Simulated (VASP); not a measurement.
Input of a VASP 6.6.1 run:

File INCAR:

```
SYSTEM = BAs
PREC = Accurate
ENCUT = 560
EDIFF = 1E-6
ISMEAR = -1
SIGMA = 0.05
LREAL = .FALSE.
LASPH = .TRUE.
NELM = 120
ALGO = Normal
ISIF = 2
LWAVE = .FALSE.
LCHARG = .TRUE.
LELF = .TRUE.
LVHAR = .TRUE.
NBANDS = 16
GGA_COMPAT = .FALSE.
```

File KPOINTS:

```
regular mesh
0
G
  15 15 15
  0 0 0
```

POSCAR

```
BAs
1.0
    0.0000000000      2.3179767790      2.3179767790
    2.3179767790      0.0000000000      2.3179767790
    2.3179767790      2.3179767790      0.0000000000
B As
1 1
Direct
    0.0000000000      0.0000000000      0.0000000000
    0.2500000000      0.2500000000      0.2500000000
```

Potentials or basis: VASP PAW LDA potentials, release 64 (B, As_d).

Launch:

```bash
$ cat potpaw_LDA.64/B/POTCAR potpaw_LDA.64/As_d/POTCAR > POTCAR
$ mpirun -np 1 vasp_std > vasp.out
```

Q: Estimate the pressure.

A: 11.4 GPa.

Q: Predict the band gap on the k mesh.

A: 1.04 eV (least direct gap 3.37 eV).

Caveat: the cell stands under pressure; an odd mesh through Γ misses points on the zone boundary, where band edges can lie.
